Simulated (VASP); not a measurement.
Wanted: the native input for a VASP 6.6.1 run.

```yaml
Task: single point
Functional: PBE
Potentials_or_basis: VASP PAW PBE potentials, release 64 (Mg, Fe, C, N)
Cutoff: 600 eV
k_mesh: 6 × 6 × 6
Occupations: gaussian, width 0.1 eV
Spin: collinear spin, ferromagnetic start
Starting_moments: "[0.0, 1.66, 0.0, 0.0, 0.0, 0.0, 0.0, 0.0, 0.0, 0.0, 0.0, 0.0, 0.0, 0.0] μB"
Dipole_correction: no
Further_INCAR_settings: ALGO = Normal; EDIFF = 1e-06; NBANDS = 49
```

The structure of MgFeC6N6 lies in POSCAR:

```
MgFeC6N6
1.0
    0.0000000000      5.3503187636      5.3503187636
    5.3503187636      0.0000000000      5.3503187636
    5.3503187636      5.3503187636      0.0000000000
Mg Fe C N
1 1 6 6
Direct
    0.0000000000      0.0000000000      0.0000000000
    0.5000000000      0.5000000000      0.5000000000
    0.7857437475      0.2142562525      0.2142562525
    0.2142562525      0.7857437475      0.2142562525
    0.2142562525      0.2142562525      0.7857437475
    0.2142562525      0.7857437475      0.7857437475
    0.7857437475      0.2142562525      0.7857437475
    0.7857437475      0.7857437475      0.2142562525
    0.6762341613      0.3237658387      0.3237658387
    0.3237658387      0.6762341613      0.3237658387
    0.3237658387      0.3237658387      0.6762341613
    0.3237658387      0.6762341613      0.6762341613
    0.6762341613      0.3237658387      0.6762341613
    0.6762341613      0.6762341613      0.3237658387
```

One way to write it, as run:

INCAR

```
PREC = Accurate ; ENCUT = 600
EDIFF = 1E-6 ; ISMEAR = 0
SIGMA = 0.1 ; LREAL = False
LASPH = True ; NELM = 200
ALGO = Normal ; ISIF = 2
LWAVE = False ; LCHARG = True
ISPIN = 2 ; MAGMOM = 0 1.66 0 0 0 0 0 0 0 0 0 0 0 0
LORBIT = 11 ; LMAXMIX = 4
GGA = PE ; LELF = True
LVHAR = True ; NBANDS = 49
GGA_COMPAT = False
```

KPOINTS

```
Automatic mesh
0
Gamma
  6 6 6
```

Potentials or basis: VASP PAW PBE potentials, release 64 (Mg, Fe, C, N).

Command:

```console
$ cat potpaw_PBE.64/Mg/POTCAR potpaw_PBE.64/Fe/POTCAR potpaw_PBE.64/C/POTCAR potpaw_PBE.64/N/POTCAR > POTCAR
$ mpirun -np 1 vasp_std > vasp.out
```

It gave:

- Pressure: 0.3 GPa
- Largest force: 0.369 eV/Å
- Band gap on the k mesh: zero (filled and empty bands overlap)
- Net moment: 2.00 μB per cell
- Site moments: Mg -0.00; Fe +1.64; C +0.03; N -0.00 μB
- Valence electrons inside the program's atomic spheres: Mg 0.33; Fe 7.50; C 2.53; N 3.90

Caveat: a cell with one magnetic atom can't hold antiferromagnetic order, which such compounds often take.

Run time: 11 min on 1 thread of AMD EPYC 9R45 96-Core Processor (Zen 5) (shared host), peak memory 0.94 GiB.
